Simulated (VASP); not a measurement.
Ta, 1 atom in the cell. The structure is cubic, space group Im-3m (No. 229). The conventional cell has a = 3.187 Å, b = 3.187 Å, c = 3.187 Å, α = 90.00°, β = 90.00°, γ = 90.00°. Ta (site symmetry m-3m) has 14 Ta at 2.76 to 3.19 Å within 3.6 Å.  This cell differs from its parent crystal: volume scaled by 0.94.

- Program: VASP 6.6.1
- Task: single point
- Functional: LDA
- Potentials or basis: VASP PAW LDA potentials, release 64 (Ta_pv)
- Cutoff: 520 eV
- k mesh: 18 × 18 × 18
- Occupations: fermi-dirac, width 0.08 eV
- Spin: no spin polarisation
- Dipole correction: no
- Further INCAR settings: ALGO = Normal; EDIFF = 1e-06; NBANDS = 12

Potentials or basis: VASP PAW LDA potentials, release 64 (Ta_pv).

Run with:

```sh
$ cat potpaw_LDA.64/Ta_pv/POTCAR > POTCAR
$ mpirun -np 1 vasp_std > vasp.out
```

Hardware: 1 thread of Intel(R) Xeon(R) Platinum 8259CL CPU @ 2.50GHz (Skylake/Cascade Lake), on a shared host.

Problem. Estimate the wall time of this run.

Solution. It took 23 s on 1 thread of Intel(R) Xeon(R) Platinum 8259CL CPU @ 2.50GHz (Skylake/Cascade Lake), on a shared host, peak memory 0.16 GiB. Counts: scf iterations 10, k points 195.
